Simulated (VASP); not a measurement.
**BP (pbe): single point with PBE**

Crystal: BP (pbe).

```
CELL_PARAMETERS angstrom
0.00000 2.27417 2.27417
2.27417 0.00000 2.27417
2.27417 2.27417 0.00000
ATOMIC_POSITIONS crystal
B 0.00000 0.00000 0.00000
P 0.25000 0.25000 0.25000
```

| Item | Value |
| --- | --- |
| Program | VASP 6.6.1 |
| Task | single point |
| Functional | PBE |
| Potentials or basis | VASP PAW PBE potentials, release 64 (B, P) |
| Cutoff | 500 eV |
| k mesh | 8 × 8 × 8 |
| Occupations | gaussian, width 0.02 eV |
| Spin | no spin polarisation |

The pressure is -0.2 GPa. The band gap on the k mesh is 1.28 eV, indirect (least direct gap 3.39 eV).

Levels at points of the mesh, in eV from the valence-band top:
| k point | band 1 | band 2 | band 3 | band 4 | band 5 | band 6 | band 7 | band 8 |
| --- | --- | --- | --- | --- | --- | --- | --- | --- |
| (0.00, 0.00, 0.00) | -15.40 | 0.00 | 0.00 | 0.00 | 3.39 | 3.39 | 3.39 | 7.27 |
| (0.50, 0.00, 0.00) | -12.10 | -8.98 | -1.75 | -1.75 | 3.74 | 4.71 | 4.71 | 10.10 |
| (0.50, 0.50, 0.00) | -10.58 | -8.55 | -4.09 | -4.09 | 1.35 | 1.67 | 12.06 | 12.06 |

Wall time 7.7 s on 1 thread of Intel Xeon 8259CL, on a shared host, peak memory 0.13 GiB.

A k mesh can miss the band edges.
